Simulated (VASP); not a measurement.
Input of a VASP 6.6.1 run:

INCAR

```
SYSTEM = Be2C
  PREC = Accurate
  ENCUT = 600
  EDIFF = 1E-6
  ISMEAR = 0
  SIGMA = 0.01
  LREAL = .FALSE.
  LASPH = .TRUE.
  NELM = 120
  ALGO = Normal
  ISIF = 2
  LWAVE = .FALSE.
  LCHARG = .FALSE.
  GGA = PE
  NBANDS = 11
  GGA_COMPAT = .FALSE.
```

The input KPOINTS:

```
Automatic mesh
0
G
  8 8 8
  0 0 0
```

File POSCAR:

```
Be2C
1.0
    0.0000000000      2.1200125772      2.1200125772
    2.1200125772      0.0000000000      2.1200125772
    2.1200125772      2.1200125772      0.0000000000
Be C
2 1
Direct
    0.7500000000      0.7500000000      0.7500000000
    0.2500000000      0.2500000000      0.2500000000
    0.0000000000      0.0000000000      0.0000000000
```

Potentials or basis: VASP PAW PBE potentials, release 64 (Be, C).

Launch:

```sh
$ cat potpaw_PBE.64/Be/POTCAR potpaw_PBE.64/C/POTCAR > POTCAR
$ mpirun -np 1 vasp_std > vasp.out
```

Question: What does it give for the pressure?

Answer: 14.2 GPa.

Question: Predict the band gap on the k mesh.

Answer: 1.18 eV, indirect (least direct gap 4.24 eV).

 A k mesh can miss the band edges.
